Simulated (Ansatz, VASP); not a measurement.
Sn: VASP beside Ansatz

Contents of INCAR:

```
SYSTEM = Sn
PREC     = Accurate       ! precision mode
ENCUT    = 520            ! plane-wave cutoff, eV
EDIFF    = 1E-6           ! SCF threshold, eV
ISMEAR   = -1             ! smearing method
SIGMA    = 0.08           ! smearing width, eV
LREAL    = .FALSE.        ! projectors in reciprocal space
LASPH    = .TRUE.         ! aspherical terms in the spheres
NELM     = 100            ! most SCF steps
ALGO     = Normal         ! electronic algorithm
ISIF     = 2              ! what is computed and relaxed
LWAVE    = .FALSE.        ! write WAVECAR
LCHARG   = .TRUE.         ! write CHGCAR
GGA      = PE             ! functional
LELF     = .TRUE.         ! ELF
LVHAR    = .TRUE.       
NBANDS   = 21             ! bands
```

Contents of KPOINTS:

```
Automatic mesh
0
G
  10 10 10
  0 0 0
```

The input POSCAR:

```
Sn
1.0
    0.0000000000      2.9269744139      2.9269744139
    2.9269744139      0.0000000000      2.9269744139
    2.9269744139      2.9269744139      0.0000000000
Sn
2
Direct
   -0.1250000000     -0.1250000000     -0.1250000000
    0.1250000000      0.1250000000      0.1250000000
```

Input for Ansatz:

```yaml
crystal:
  lattice:
    - [0.0, 2.9269744139, 2.9269744139]
    - [2.9269744139, 0.0, 2.9269744139]
    - [2.9269744139, 2.9269744139, 0.0]
  atoms:
    - { symbol: Sn, position: [-0.125, -0.125, -0.125] }
    - { symbol: Sn, position: [0.125, 0.125, 0.125] }
kpoints:
  mp_grid: { grid: [10, 10, 10] }
scf:
  occupations: { method: fermi_dirac, width: 0.08 }
hamiltonian:
  xc: pbe
  pseudopotentials: { kind: all_electron, lapw: { basis_error: 0.001 } }
output:
  forces: true
  stress: true
  eigenvalues: true
  populations: true
```

Change from the starting cell: volume scaled by 0.68, LAPW.

Alike in both runs: task single point; functional PBE; k mesh 10 × 10 × 10; occupations fermi-dirac, width 0.08 eV; no spin polarisation.

|  | VASP | Ansatz |
| --- | --- | --- |
| version | VASP 6.6.1 | Ansatz 0.2.0 |
| potentials or method | VASP PAW PBE potentials, release 64 (Sn_d), cutoff 520 eV | all-electron LAPW, scalar-relativistic |

|  | VASP | Ansatz | Ansatz less VASP |
| --- | --- | --- | --- |
| pressure (GPa) | 34.8 | 34.9 | +0.10 |

Both programs put the cell under a high pressure, so it lies far from rest at this level. Ansatz ran all-electron here, and VASP with PAW potentials.
